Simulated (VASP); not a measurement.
# Si (P-1) in VASP: single point with r2SCAN

Aim: the single point of Si with r2SCAN.

All numbers are computed with VASP 6.6.1; they aren't measurements. Logs are shortened: lines on timing, memory, paths and dates and some standing lists are left out, and cuts for length are marked.

## Step 1: The cell of the first run

The typed cell holds 8 atoms: a = 3.896 Å, b = 6.645 Å, c = 6.628 Å, α = 89.43°, β = 90.49°, γ = 90.03°.

## Step 2: Single point, r2SCAN

Contents of POSCAR:

```
Si
1.0
    0.0165704702      0.0010866615     -3.8957238486
   -0.0329359367     -6.6448321691      0.0018813245
   -6.6278056809     -0.0329359367      0.0286882646
Si
8
Direct
    0.5006262078      0.3212532147      0.3196092998
    0.0005918656      0.8199589012      0.8209205638
    0.9994026129      0.1800426862      0.1790765789
    0.4993698826      0.6787441283      0.6803911602
    0.9994237151      0.8216648252      0.1799314621
    0.4994786995      0.3203957879      0.6786465601
    1.0005816596      0.1783380801      0.8200722366
    0.5005253571      0.6796023765      0.3213521385
```

Contents of INCAR.step1:

```
PREC = Accurate ; ENCUT = 520
ISMEAR = 0 ; SIGMA = 0.05
LREAL = F ; LASPH = T
NELM = 80 ; NBANDS = 26
GGA = PE ; ALGO = Normal
EDIFF = 1E-4 ; LWAVE = T
LCHARG = F
```

Contents of INCAR.step2:

```
PREC = Accurate ; ENCUT = 520
EDIFF = 1E-6 ; ISMEAR = 0
SIGMA = 0.05 ; LREAL = F
LASPH = T ; NELM = 80
ALGO = Normal ; ISIF = 2
LWAVE = F ; LCHARG = F
METAGGA = R2SCAN ; LMIXTAU = T
NBANDS = 26 ; ISTART = 1
```

Contents of KPOINTS:

```
Automatic mesh
0
Gamma
  8 4 4
```

Potentials or basis: VASP PAW PBE potentials, release 64 (Si).

Started as:

```console
$ cat potpaw_PBE.64/Si/POTCAR > POTCAR
$ cp INCAR.step1 INCAR
$ mpirun -np 1 vasp_std > vasp.out
$ cp INCAR.step2 INCAR
$ mpirun -np 1 vasp_std > vasp.out
```

OUTCAR:

```text
PREC = Accurate
   ENCUT = 520
   EDIFF = 1E-6
   ISMEAR = 0
   LREAL = F
   LASPH = T
   NELM = 80
   ISIF = 2
   METAGGA = R2SCAN
   ISTART = 1

 ion  position               nearest neighbor table
   1  0.501  0.321  0.320-   3 2.35   3 2.36   6 2.38   8 2.38
   2  0.001  0.820  0.821-   4 2.35   4 2.36   5 2.38   7 2.38
   3  0.999  0.180  0.179-   1 2.35   1 2.36   7 2.38   5 2.38
   4  0.499  0.679  0.680-   2 2.35   2 2.36   8 2.38   6 2.38
   5  0.999  0.822  0.180-   8 2.35   8 2.36   2 2.38   3 2.38
   6  0.499  0.320  0.679-   7 2.35   7 2.36   1 2.38   4 2.38
   7  0.001  0.178  0.820-   6 2.35   6 2.36   3 2.38   2 2.38
   8  0.501  0.680  0.321-   5 2.35   5 2.36   4 2.38   1 2.38

  LATTYP: Found a triclinic cell.
 ALAT       =     6.6279496027
 B/A-ratio  =     1.0025595333
 C/A-ratio  =     0.5877774387
 COS(alpha) =     0.0005831335
 COS(beta)  =     0.0085830950
 COS(gamma) =     0.0099268695

  Lattice vectors:

 A1 = (  -6.6278056809,  -0.0329359367,   0.0286882646)
 A2 = (  -0.0329359367,  -6.6448321691,   0.0018813245)
 A3 = (  -0.0165704702,  -0.0010866615,   3.8957238486)

Analysis of symmetry for initial positions (statically):
=====================================================================
 Subroutine PRICEL returns:
 Original cell was already a primitive cell.

 Routine SETGRP: Setting up the symmetry group for a
 triclinic supercell.

 Subroutine GETGRP returns: Found  1 space group operations
 (whereof  1 operations were pure point group operations)
 out of a pool of  2 trial point group operations.

The static configuration has the point symmetry C_1 .

Analysis of symmetry for dynamics (positions and initial velocities):
=====================================================================
 Subroutine PRICEL returns:
 Original cell was already a primitive cell.

 Routine SETGRP: Setting up the symmetry group for a
 triclinic supercell.

 Subroutine GETGRP returns: Found  1 space group operations
 (whereof  1 operations were pure point group operations)
 out of a pool of  2 trial point group operations.

The dynamic configuration has the point symmetry C_1 .

 Subroutine INISYM returns: Found  1 space group operations
 (whereof  1 operations are pure point group operations),
 and found     1 'primitive' translations

----------------------------------------------------------------------------------------

                                     Primitive cell

  volume of cell :     171.5628

  direct lattice vectors                    reciprocal lattice vectors
     0.016570470  0.001086662 -3.895723849    -0.001110769 -0.000067172 -0.256696449
    -0.032935937 -6.644832169  0.001881324     0.000747704 -0.150496608 -0.000038799
    -6.627805681 -0.032935937  0.028688265    -0.150885992  0.000747704 -0.000641585

  length of vectors
     3.895759241  6.644914060  6.627949603     0.256698861  0.150498470  0.150889208

  position of ions in fractional coordinates (direct lattice)
     0.500626208  0.321253215  0.319609300
     0.000591866  0.819958901  0.820920564
     0.999402613  0.180042686  0.179076579
     0.499369883  0.678744128  0.680391160
     0.999423715  0.821664825  0.179931462
     0.499478700  0.320395788  0.678646560
     0.000581660  0.178338080  0.820072237
     0.500525357  0.679602377  0.321352139

  ion indices of the primitive-cell ions
   primitive index   ion index
                 1           1
                 2           2
                 3           3
                 4           4
                 5           5
                 6           6
                 7           7
                 8           8

----------------------------------------------------------------------------------------

 KPOINTS: Automatic mesh

Automatic generation of k-mesh.
 Grid dimensions read from file:
 generate k-points for:    8    4    4

 Generating k-lattice:

  Cartesian coordinates                     Fractional coordinates (reciprocal lattice)
    -0.000138846 -0.000008396 -0.032087056     0.125000000  0.000000000  0.000000000
     0.000186926 -0.037624152 -0.000009700     0.000000000  0.250000000  0.000000000
    -0.037721498  0.000186926 -0.000160396     0.000000000  0.000000000  0.250000000

  Length of vectors
     0.032087358  0.037624617  0.037722302

  Shift w.r.t. Gamma in fractional coordinates (k-lattice)
     0.000000000  0.000000000  0.000000000

 Subroutine IBZKPT returns following result:
 ===========================================

 Found     68 irreducible k-points:

 Following reciprocal coordinates:
            Coordinates               Weight
  0.000000  0.000000  0.000000      1.000000
  0.125000  0.000000  0.000000      2.000000
  0.250000  0.000000  0.000000      2.000000
  0.375000  0.000000  0.000000      2.000000
  0.500000  0.000000  0.000000      1.000000
  0.000000  0.250000 -0.000000      2.000000
[... 16 lines left out ...]
  0.500000  0.000000  0.250000      2.000000
 -0.375000 -0.000000  0.250000      2.000000
 [... further k-points ...]
   k-points           NKPTS =     68   k-points in BZ     NKDIM =     68   number of bands    NBANDS=     26
   number of dos      NEDOS =    301   number of ions     NIONS =      8
   total plane-waves  NPLWV =  75000
   dimension x,y,z NGX =    30 NGY =   50 NGZ =   50
   dimension x,y,z NGXF=    60 NGYF=  100 NGZF=  100
   ions per type =               8
   NGX,Y,Z   is equivalent  to a cutoff of  12.80, 12.51, 12.54 a.u.
   NGXF,Y,Z  is equivalent  to a cutoff of  25.60, 25.02, 25.08 a.u.
 SYSTEM =  unknown system
   PREC   = accura    normal or accurate (medium, high low for compatibility)
   ISTART =      1    job   : 0-new  1-cont  2-samecut
   ICHARG =      0    charge: 1-file 2-atom 10-const
   ISPIN  =      1    spin polarized calculation?
   LNONCOLLINEAR =      F non collinear calculations
   LSORBIT =      F    spin-orbit coupling
   LASPH  =      T    aspherical Exc in radial PAW
   ENCUT  =  520.0 eV  38.22 Ry    6.18 a.u.   7.24 12.36 12.32*2*pi/ulx,y,z
   NELM   =     80;   NELMIN=  2; NELMDL=  0     # of ELM steps
   EDIFF  = 0.1E-05   stopping-criterion for ELM
   LREAL  =      F    real-space projection
   EDIFFG = 0.1E-04   stopping-criterion for IOM
   NSW    =      0    number of steps for IOM
   IBRION =     -1    ionic relax: 0-MD 1-quasi-New 2-CG
   NFREE  =      0    steps in history (QN), initial steepest desc. (CG)
   ISIF   =      2    stress and relaxation
   ISYM   =      2    0-nonsym 1-usesym 2-fastsym
   POTIM  = 0.5000    time-step for ionic-motion
   TEBEG  =    0.0;   TEEND  =   0.0 temperature during run
   PSTRESS=    0.0 pullay stress
   NELECT =      32.0000    total number of electrons
   NUPDOWN=      -1.0000    fix difference up-down
   EMIN   =  10.00;   EMAX   =-10.00  energy-range for DOS
   EFERMI =   0.00;   METHOD = LEGACY
   ISMEAR =     0;   SIGMA  =   0.05  broadening in eV -4-tet -1-fermi 0-gaus
   EFERMI_NEDOS =   21; number of points for ismear=-14 and -15
   IALGO  =     38    algorithm
   IMIX   =      4    mixing-type and parameters
     AMIX     =   0.40;   BMIX     =  1.00
     AMIX_MAG =   1.60;   BMIX_MAG =  1.00
  volume/ion in A,a.u.               =      21.45       144.72
  Fermi-wavevector in a.u.,A,eV,Ry     =   0.935371  1.767594 11.903986  0.874918
  Thomas-Fermi vector in A             =   2.062271
   LORBIT       =      0    0 simple, 1 ext, 2 COOP (PROOUT), +10 PAW based schemes
   METAGGA = R2SCAN    functional components
   LHFCALC =     F    Hartree Fock is set to
   AEXX    =    0.0000 exact exchange contribution
   IVDW    =     0    specifies the selected vdW correction
   LEPSILON=     F    determine dielectric tensor
   LRPA    =     F    only Hartree local field effects (RPA)
 non-spin polarized calculation
 Gauss-broadening in eV      SIGMA  =   0.05
  energy-cutoff  :      520.00
  volume of cell :      171.56
 maximum number of plane-waves:      4658
 NGX is ok and might be reduce to    30
   NGX = 15   NGY = 25   NGZ = 25

 number of electron      31.9999999 magnetization

 Free energy of the ion-electron system (eV)
  ---------------------------------------------------
  ext. energy  EPLUGINS =         0.00000000
  ---------------------------------------------------
  free energy    TOTEN  =       -69.23398294 eV

  energy without entropy =      -69.23398281  energy(sigma->0) =      -69.23398287

 E-fermi :   5.5586     XC(G=0):  -9.5019

 val. band max:        5.4162634228   @ k =   0.0000   0.0000   0.0000
 cond. band min:       5.7009796127   @ k =   0.0000   0.0000   0.0000
 fundamental gap:      0.2847161900
 Fermi energy:         5.5586211963

 k-point     1 :       0.0000    0.0000    0.0000
  band No.  band energies     occupation
      1      -7.2789      2.00000
      2      -4.9487      2.00000
      3      -4.9329      2.00000
      4      -4.2356      2.00000
      5      -2.7753      2.00000
      6      -0.5198      2.00000
[... 18 lines left out ...]
     25       9.1467      0.00000
     26       9.6767      0.00000

 k-point     2 :       0.1250    0.0000    0.0000
  band No.  band energies     occupation
      1      -7.1467      2.00000
      2      -4.8041      2.00000
      3      -4.7884      2.00000
      4      -4.2337      2.00000
      5      -2.6241      2.00000
      6      -0.5443      2.00000
[... 18 lines left out ...]
     25       9.6073      0.00000
     26       9.8603      0.00000

 k-point     3 :       0.2500    0.0000    0.0000
  band No.  band energies     occupation
      1      -6.7591      2.00000
      2      -4.3743      2.00000
      3      -4.3623      2.00000
      4      -4.3163      2.00000
      5      -2.1723      2.00000
      6      -0.8350      2.00000
[... 572 lines left out ...]
 k-point    23 :       0.5000    0.0000    0.2500
  band No.  band energies     occupation
      1      -5.3460      2.00000
      2      -5.3228      2.00000
      3      -3.0321      2.00000
      4      -3.0122      2.00000
      5      -2.6556      2.00000
      6      -2.6239      2.00000
[... 18 lines left out ...]
     25      10.4244      0.00000
     26      10.4876      0.00000

 k-point    24 :      -0.3750   -0.0000    0.2500
  band No.  band energies     occupation
      1      -6.0045      2.00000
      2      -5.0006      2.00000
      3      -3.5121      2.00000
      4      -3.4469      2.00000
      5      -2.2698      2.00000
      6      -2.1757      2.00000
[... 18 lines left out ...]
     25      10.1945      0.00000
     26      10.3655      0.00000

 [... further k-points ...]

------------------------ aborting loop because EDIFF is reached ----------------------------------------

  FORCE on cell =-STRESS in cart. coord.  units (eV):
  Direction    XX          YY          ZZ          XY          YZ          ZX
  --------------------------------------------------------------------------------------
  -------------------------------------------------------------------------------------
  Total       -0.0996634     -0.3611038     -2.7715316     -0.3413652      0.0400012      0.5201668
  in kB       -0.9307283     -3.3722474    -25.8825576     -3.1879138      0.3735602      4.8576917
  external PRESSURE =     -10.0618445 kB  Pullay stress =       0.0000000 kB

 VOLUME and BASIS-vectors are now :
 -----------------------------------------------------------------------------
  energy-cutoff  :      520.00
  volume of cell :      171.56
      direct lattice vectors                 reciprocal lattice vectors
     0.016570470  0.001086662 -3.895723849    -0.001110769 -0.000067172 -0.256696449
    -0.032935937 -6.644832169  0.001881324     0.000747704 -0.150496608 -0.000038799
    -6.627805681 -0.032935937  0.028688265    -0.150885992  0.000747704 -0.000641585

 POSITION                                       TOTAL-FORCE (eV/Angst)
 -----------------------------------------------------------------------------------
     -2.12059     -2.14466     -1.94053        -0.001537      0.000288      0.000633
     -5.46790     -5.47553      0.02279        -0.000182     -0.000848      0.000275
     -1.17625     -1.20117     -3.88792        -0.000191      0.000886     -0.000405
     -4.52358     -4.53201     -1.92461         0.001649     -0.000447     -0.000596
     -1.20305     -5.46467     -3.88677         0.001215      0.000448     -0.000363
     -4.50021     -2.15079     -1.92576        -0.000507     -0.000837     -0.000065
     -5.44114     -1.21204      0.02160        -0.000785     -0.000265      0.000481
     -2.14395     -4.52588     -1.93941         0.000337      0.000775      0.000040
 -----------------------------------------------------------------------------------
    total drift:                                0.000000      0.000000      0.000000

  FREE ENERGIE OF THE ION-ELECTRON SYSTEM (eV)
  ---------------------------------------------------
  free  energy   TOTEN  =       -69.2339829397 eV

  energy  without entropy=      -69.2339828068  energy(sigma->0) =      -69.23398287
```

It took 31 min on 1 thread of Intel Xeon 8259CL, shared host; peak memory 0.4 GiB.

What came out:

| Item | Value |
| --- | --- |
| Free energy | -69.2340 eV |
| Pressure | -1.0 GPa |
| Band gap on the k mesh | 0.28 eV |

Caveat: the PAW data sets were made with another functional, which shifts forces and pressure a little. A k mesh can miss the band edges.
